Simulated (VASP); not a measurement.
K, 1 atom in the cell. Symmetry: Im-3m, No. 229, cubic system. Conventional cell: a = 5.048 Å, b = 5.048 Å, c = 5.048 Å, α = 90.00°, β = 90.00°, γ = 90.00°. K (site symmetry m-3m) has 14 K at 4.37 to 5.05 Å within 5.7 Å. 

| Quantity | Value |
| --- | --- |
| Program | VASP 6.6.1 |
| Task | single point |
| Functional | LDA |
| Potentials or basis | VASP PAW LDA potentials, release 64 (K_sv) |
| Cutoff | 520 eV |
| k mesh | 13 × 13 × 13 |
| Occupations | fermi-dirac, width 0.1 eV |
| Spin | no spin polarisation |
| Dipole correction | no |
| Further INCAR settings | ALGO = Normal; EDIFF = 1e-06; NBANDS = 10 |

Potentials or basis: VASP PAW LDA potentials, release 64 (K_sv).

The run is started by

```console
$ cat potpaw_LDA.64/K_sv/POTCAR > POTCAR
$ mpirun -np 1 vasp_std > vasp.out
```

Hardware: 1 thread of Intel(R) Xeon(R) 6975P-C (Granite Rapids), on a shared host.

Estimate the wall time of this run.

It took 26 s on 1 thread of Intel(R) Xeon(R) 6975P-C (Granite Rapids), with other jobs on the host, peak memory 0.19 GiB. Counts: scf iterations 10, k points 84.
